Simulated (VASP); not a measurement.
**Mg: relaxation of cell and atoms with PBE**

Crystal: Mg.

```
Mg
1.0
     1.77373   -5.62665    0.00000
     1.77373    5.62665    0.00000
     0.00000    0.00000    4.69423
Mg
4
Direct
  0.09800 0.90200 0.91000
  0.59800 0.40200 0.59000
  0.90200 0.09800 0.09000
  0.40200 0.59800 0.41000
```

```
Program                : VASP 6.6.1
Task                   : relaxation of cell and atoms
Functional             : PBE
Potentials or basis    : VASP PAW PBE potentials, release 64 (Mg)
Cutoff                 : 600 eV
k mesh                 : 6 × 6 × 4
Occupations            : gaussian, width 0.1 eV
Spin                   : no spin polarisation
Dipole correction      : no
Further INCAR settings : ALGO = Normal; EDIFF = 1e-06; IBRION = 2; EDIFFG = -0.04; NSW = 90; ISIF = 3
```

| Quantity | Value |
| --- | --- |
| Relaxed volume | 24.36 Å³/atom |
| Relaxed cell | a = 5.952 Å, b = 5.952 Å, c = 5.386 Å, α = 90.00°, β = 90.00°, γ = 149.29° |
| Space group after relaxing (to 0.05 Å) | Fmmm (No. 69) |
| Energy gained by relaxing | 1303.0 meV/atom |
| Ionic steps | 28 |
| Pressure after relaxing | 0.0 GPa |
| Largest force after relaxing | 0.038 eV/Å |
| Band gap on the k mesh | zero (band 4 reaches 2.96 eV, above the bottom of band 5 at 0.83 eV) |

Forces in eV/Å, atoms in the order of the input:
```
Mg   0.000 -0.038  0.004
Mg   0.000 -0.038 -0.004
Mg   0.000  0.038 -0.004
Mg   0.000  0.038  0.004
```

Stress tensor (GPa, compression positive):
```
-0.07  0.00  0.00
 0.00  0.08  0.00
 0.00  0.00 -0.13
```

The path:
| step | energy change (eV) | largest force (eV/Å) | pressure (GPa) | volume (Å³) |
| --- | --- | --- | --- | --- |
| 1 | 0.0000 | 4.2365 | 17.52 | 93.70 |
| 2 | -3.4327 | 1.1166 | -1.24 | 132.84 |
| 3 | -3.4713 | 0.9146 | -2.01 | 138.30 |
| 4 | -3.7782 | 0.9191 | -2.31 | 131.40 |
| 5 | -4.5762 | 0.8583 | -1.63 | 111.87 |
| 6 | -3.5807 | 0.9935 | 16.51 | 77.98 |
| 7 | -4.7318 | 0.8701 | -0.10 | 103.69 |
| 8 | -4.7755 | 0.6087 | 3.07 | 93.78 |
| 9 | -4.7973 | 0.7040 | 1.88 | 96.74 |
| 10 | -4.9898 | 0.2048 | 1.76 | 95.02 |
| 11 | -5.0277 | 0.3744 | 2.46 | 93.08 |
| 12 | -5.0378 | 0.2001 | 2.12 | 93.72 |
| 13 | -5.1340 | 0.1586 | 0.49 | 97.21 |
| 14 | -5.1512 | 0.1310 | -0.30 | 99.34 |
| 15 | -5.1519 | 0.1233 | -0.44 | 99.77 |
| 16 | -5.1520 | 0.1199 | -0.50 | 99.96 |
| 17 | -5.1615 | 0.1050 | -0.33 | 99.19 |
| 18 | -5.1707 | 0.0768 | 0.01 | 97.77 |
| 19 | -5.1713 | 0.0699 | 0.12 | 97.33 |
| 20 | -5.1800 | 0.0508 | 0.13 | 97.19 |
| 21 | -5.1943 | 0.0509 | 0.26 | 96.70 |
| 22 | -5.1949 | 0.0253 | 0.20 | 96.83 |
| 23 | -5.2002 | 0.0464 | 0.13 | 97.02 |
| 24 | -5.2079 | 0.0724 | -0.01 | 97.52 |
| 25 | -5.2080 | 0.0654 | 0.01 | 97.40 |
| 26 | -5.2082 | 0.0682 | 0.00 | 97.46 |
| 27 | -5.2114 | 0.0517 | -0.03 | 97.45 |
| 28 | -5.2122 | 0.0385 | -0.04 | 97.44 |

Final structure:
```cif
data_structure
_symmetry_space_group_name_H-M 'P 1'
_symmetry_Int_Tables_number 1
_cell_length_a 5.9521
_cell_length_b 5.9521
_cell_length_c 5.3856
_cell_angle_alpha 90.000
_cell_angle_beta 90.000
_cell_angle_gamma 149.291
_cell_volume 97.44
loop_
_atom_site_label
_atom_site_type_symbol
_atom_site_fract_x
_atom_site_fract_y
_atom_site_fract_z
_atom_site_occupancy
Mg1 Mg 0.13189 0.86811 0.99983 1
Mg2 Mg 0.63189 0.36811 0.50017 1
Mg3 Mg 0.86811 0.13189 0.00017 1
Mg4 Mg 0.36811 0.63189 0.49983 1
```

Levels at points of the mesh, in eV from the Fermi level:
```tsv
k point	band 1	band 2	band 3	band 4	band 5	band 6	band 7	band 8
(0.00, 0.00, 0.00)	-6.74	-2.33	-2.13	-1.78	-1.53	1.98	2.36	3.09
(0.50, 0.00, 0.00)	-2.75	-2.75	-0.55	-0.55	1.97	1.97	2.22	2.22
(0.50, 0.50, 0.00)	-5.82	-5.35	-0.95	-0.63	-0.48	-0.16	3.05	3.17
(0.00, 0.00, 0.50)	-5.44	-5.44	-1.06	-1.06	-0.92	-0.92	4.38	4.38
(0.50, 0.00, 0.50)	-1.62	-1.62	-1.40	-1.40	0.40	0.40	1.14	1.14
(0.50, 0.50, 0.50)	-4.54	-4.54	-4.07	-4.07	4.01	4.01	4.12	4.12
```

Wall time 17 min on 1 thread of AMD EPYC 7571, on a shared host, peak memory 0.28 GiB.
